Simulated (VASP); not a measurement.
# O2 in VASP: single point with PBEsol

Aim: the single point of O2 with PBEsol.

Everything below comes from runs of VASP 6.6.1. Logs are shortened: lines on timing, memory, paths and dates and some standing lists are left out, and cuts for length are marked.

## 1. The cell of the first run

The cell holds a molecule in a box, 2 atoms: a = 10.000 Å, b = 10.500 Å, c = 11.000 Å, α = 90.00°, β = 90.00°, γ = 90.00°.

## 2. Single point, PBEsol, collinear spin, ferromagnetic start

File INCAR:

```
SYSTEM = O
ALGO = Normal ; EDIFF = 1E-6
ENCUT = 910 ; GGA = PS
GGA_COMPAT = .FALSE. ; ISIF = 2
ISMEAR = 0 ; ISPIN = 2
LASPH = .TRUE. ; LCHARG = .FALSE.
LORBIT = 11 ; LREAL = .FALSE.
LWAVE = .FALSE. ; MAGMOM = 1 1
NBANDS = 17 ; NELM = 200
NELMDL = -8 ; PREC = Accurate
SIGMA = 0.01
```

File KPOINTS:

```
k-points
0
G
  1 1 1
  0 0 0
```

File POSCAR:

```
O
1.0
   10.0000000000      0.0000000000      0.0000000000
    0.0000000000     10.5000000000      0.0000000000
    0.0000000000      0.0000000000     11.0000000000
O
2
Direct
    0.5000000000      0.5000000000      0.4449587580
    0.5000000000      0.5000000000      0.5550412420
```

Potentials or basis: VASP PAW PBE potentials, release 64 (O_h).

The run is started by

```sh
$ cat potpaw_PBE.64/O_h/POTCAR > POTCAR
$ mpirun -np 1 vasp_gam > vasp.out
```

OUTCAR:

```text
SYSTEM = O
   EDIFF = 1E-6
   ENCUT = 910
   GGA = PS
   ISIF = 2
   ISMEAR = 0
   ISPIN = 2
   LASPH = .TRUE.
   LORBIT = 11
   LREAL = .FALSE.
   NELM = 200
   NELMDL = -8
   PREC = Accurate

 ion  position               nearest neighbor table
   1  0.500  0.500  0.445-   2 1.21
   2  0.500  0.500  0.555-   1 1.21

  LATTYP: Found a simple orthorhombic cell.
 ALAT       =    10.0000000000
 B/A-ratio  =     1.0500000000
 C/A-ratio  =     1.1000000000

  Lattice vectors:

 A1 = (  10.0000000000,   0.0000000000,   0.0000000000)
 A2 = (   0.0000000000,  10.5000000000,   0.0000000000)
 A3 = (   0.0000000000,   0.0000000000,  11.0000000000)

Analysis of symmetry for initial positions (statically):
=====================================================================
 Subroutine PRICEL returns:
 Original cell was already a primitive cell.

 Routine SETGRP: Setting up the symmetry group for a
 simple orthorhombic supercell.

 Subroutine GETGRP returns: Found  8 space group operations
 (whereof  8 operations were pure point group operations)
 out of a pool of  8 trial point group operations.

The static configuration has the point symmetry D_2h.

Analysis of symmetry for dynamics (positions and initial velocities):
=====================================================================
 Subroutine PRICEL returns:
 Original cell was already a primitive cell.

 Routine SETGRP: Setting up the symmetry group for a
 simple orthorhombic supercell.

 Subroutine GETGRP returns: Found  8 space group operations
 (whereof  8 operations were pure point group operations)
 out of a pool of  8 trial point group operations.

The dynamic configuration has the point symmetry D_2h.

Analysis of structural, dynamic, and magnetic symmetry:
=====================================================================
 Subroutine PRICEL returns:
 Original cell was already a primitive cell.

 Routine SETGRP: Setting up the symmetry group for a
 simple orthorhombic supercell.

 Subroutine GETGRP returns: Found  8 space group operations
 (whereof  8 operations were pure point group operations)
 out of a pool of  8 trial point group operations.

The overall configuration has the point symmetry D_2h.

 Subroutine INISYM returns: Found  8 space group operations
 (whereof  8 operations are pure point group operations),
 and found     1 'primitive' translations

[... 87 lines left out ...]
   IALGO  =     38    algorithm
   IMIX   =      4    mixing-type and parameters
     AMIX     =   0.40;   BMIX     =  1.00
     AMIX_MAG =   1.60;   BMIX_MAG =  1.00
  volume/ion in A,a.u.               =     577.50      3897.16
  Fermi-wavevector in a.u.,A,eV,Ry     =   0.357225  0.675056  1.736231  0.127609
  Thomas-Fermi vector in A             =   1.274455
   LORBIT       =     11    0 simple, 1 ext, 2 COOP (PROOUT), +10 PAW based schemes
   GGA     = PS    functional components
   LHFCALC =     F    Hartree Fock is set to
   AEXX    =    0.0000 exact exchange contribution
   IVDW    =     0    specifies the selected vdW correction
   LEPSILON=     F    determine dielectric tensor
   LRPA    =     F    only Hartree local field effects (RPA)
 spin polarized calculation
 Gauss-broadening in eV      SIGMA  =   0.01
  energy-cutoff  :      910.00
  volume of cell :     1155.00
 maximum number of plane-waves:     36021
 NGX is ok and might be reduce to    98
   NGX = 49   NGY = 51   NGZ = 55

 number of electron      12.0000002 magnetization       2.0000002

 Free energy of the ion-electron system (eV)
  ---------------------------------------------------
  ext. energy  EPLUGINS =         0.00000000
  ---------------------------------------------------
  free energy    TOTEN  =       -10.45081217 eV

  energy without entropy =      -10.45081217  energy(sigma->0) =      -10.45081217

 E-fermi :  -6.5587     XC(G=0):  -0.4708

 val. band max:       -6.6384025298   @ k =   0.0000   0.0000   0.0000
 cond. band min:      -4.3676423057   @ k =   0.0000   0.0000   0.0000
 fundamental gap:      2.2707602241
 Fermi energy:        -6.5587061855

 spin component 1

 k-point     1 :       0.0000    0.0000    0.0000
  band No.  band energies     occupation
      1     -32.7284      1.00000
      2     -20.2888      1.00000
      3     -13.4291      1.00000
      4     -13.3729      1.00000
      5     -13.3729      1.00000
      6      -6.6384      1.00000
[... 9 lines left out ...]
     16       2.3592      0.00000
     17       2.3597      0.00000
 Fermi energy:        -6.5587061855

 spin component 2

 k-point     1 :       0.0000    0.0000    0.0000
  band No.  band energies     occupation
      1     -31.4956      1.00000
      2     -18.5054      1.00000
      3     -12.4060      1.00000
      4     -11.5341      1.00000
      5     -11.5341      1.00000
      6      -4.3676      0.00000
[... 9 lines left out ...]
     16       2.4263      0.00000
     17       2.4972      0.00000

------------------------ aborting loop because EDIFF is reached ----------------------------------------

  FORCE on cell =-STRESS in cart. coord.  units (eV):
  Direction    XX          YY          ZZ          XY          YZ          ZX
  --------------------------------------------------------------------------------------
  -------------------------------------------------------------------------------------
  Total       -0.1290233     -0.1284667      0.0602920      0.0000000      0.0000000      0.0000000
  in kB       -0.1789769     -0.1782047      0.0836350      0.0000000      0.0000000      0.0000000
  external PRESSURE =      -0.0911822 kB  Pullay stress =       0.0000000 kB

 VOLUME and BASIS-vectors are now :
 -----------------------------------------------------------------------------
  energy-cutoff  :      910.00
  volume of cell :     1155.00
      direct lattice vectors                 reciprocal lattice vectors
    10.000000000  0.000000000  0.000000000     0.100000000  0.000000000  0.000000000
     0.000000000 10.500000000  0.000000000     0.000000000  0.095238095  0.000000000
     0.000000000  0.000000000 11.000000000     0.000000000  0.000000000  0.090909091

 POSITION                                       TOTAL-FORCE (eV/Angst)
 -----------------------------------------------------------------------------------
      5.00000      5.25000      4.89455         0.000000      0.000000     -0.139922
      5.00000      5.25000      6.10545         0.000000      0.000000      0.139922
 -----------------------------------------------------------------------------------
    total drift:                                0.000000      0.000000      0.000000

  FREE ENERGIE OF THE ION-ELECTRON SYSTEM (eV)
  ---------------------------------------------------
  free  energy   TOTEN  =       -10.4508121692 eV

  energy  without entropy=      -10.4508121692  energy(sigma->0) =      -10.45081217

 total charge

# of ion       s       p       d       tot
------------------------------------------
    1        1.083   2.220   0.000   3.303
    2        1.083   2.220   0.000   3.303
--------------------------------------------------
tot          2.167   4.440   0.000   6.606

 magnetization (x)

# of ion       s       p       d       tot
------------------------------------------
    1        0.013   0.607   0.000   0.620
    2        0.013   0.607   0.000   0.620
--------------------------------------------------
tot          0.026   1.214   0.000   1.240
```

OSZICAR:

```text
N       E                     dE             d eps       ncg     rms          rms(c)
DAV:   1     0.144011294908E+03    0.14401E+03   -0.34923E+03    84   0.589E+02
DAV:   2     0.528769770458E+02   -0.91134E+02   -0.88889E+02   118   0.734E+01
[... 18 lines left out ...]
DAV:  21    -0.104507727120E+02   -0.24757E-04   -0.66657E-07    68   0.538E-03    0.565E-04
DAV:  22    -0.104507988458E+02   -0.26134E-04   -0.74682E-07    68   0.464E-03    0.324E-04
DAV:  23    -0.104508073822E+02   -0.85364E-05   -0.19302E-07    68   0.284E-03    0.195E-04
DAV:  24    -0.104508100790E+02   -0.26967E-05   -0.36738E-08    76   0.164E-03    0.123E-04
DAV:  25    -0.104508118396E+02   -0.17606E-05   -0.24563E-08    76   0.983E-04    0.515E-05
DAV:  26    -0.104508121692E+02   -0.32958E-06    0.66471E-09    86   0.439E-04
   1 F= -.10450812E+02 E0= -.10450812E+02  d E =-.145770E-29  mag=     2.0000
```

stdout:

```text
POSCAR found type information on POSCAR O
 POSCAR found :  1 types and       2 ions
 scaLAPACK will be used
 -----------------------------------------------------------------------------
|                                                                             |
|                                                                             |
|     You enforced a specific xc type in the INCAR file but a different       |
|     I HOPE YOU KNOW WHAT YOU ARE DOING!                                     |
|                                                                             |
 -----------------------------------------------------------------------------

 LDA part: xc-table for (Slater+PW92), standard interpolation
 POSCAR, INCAR and KPOINTS ok, starting setup
 FFT: planning ... GRIDC
 FFT: planning ... GRID_SOFT
 FFT: planning ... GRID
 WAVECAR not read
 entering main loop
```

Wall time 3.6 min (1 thread of Intel Xeon 6975P-C (Granite Rapids), shared host); peak memory 2.4 GiB.

Results:

```yaml
Free_energy: -10.4508 eV
Largest_force: 0.140 eV/Å
Gap_between_the_frontier_levels: 2.27 eV
Net_moment: 2.00 μB per cell
Site_moments: O +0.62 μB
Valence_electrons_inside_the_program's_atomic_spheres: O 3.30
```

Forces on the atoms (eV/Å):
```
O    0.000  0.000 -0.140
O    0.000  0.000  0.140
```

Levels at points of the mesh, in eV from the valence-band top:
Spin up:
```
           k point  band 5  band 6  band 7  band 8  band 9  band 10
(0.00, 0.00, 0.00)   -6.73    0.00    0.00    6.41    7.45     7.67
```
Spin down:
```tsv
k point	band 3	band 4	band 5	band 6	band 7	band 8
(0.00, 0.00, 0.00)	-5.77	-4.90	-4.90	2.27	2.27	6.51
```

Caveat: the cutoff is under 1.25 times the usual one of these potentials, so pressure, stress and relaxed cells hold a basis-set (Pulay) error; the PAW data sets were made with another functional, which shifts forces and pressure a little.
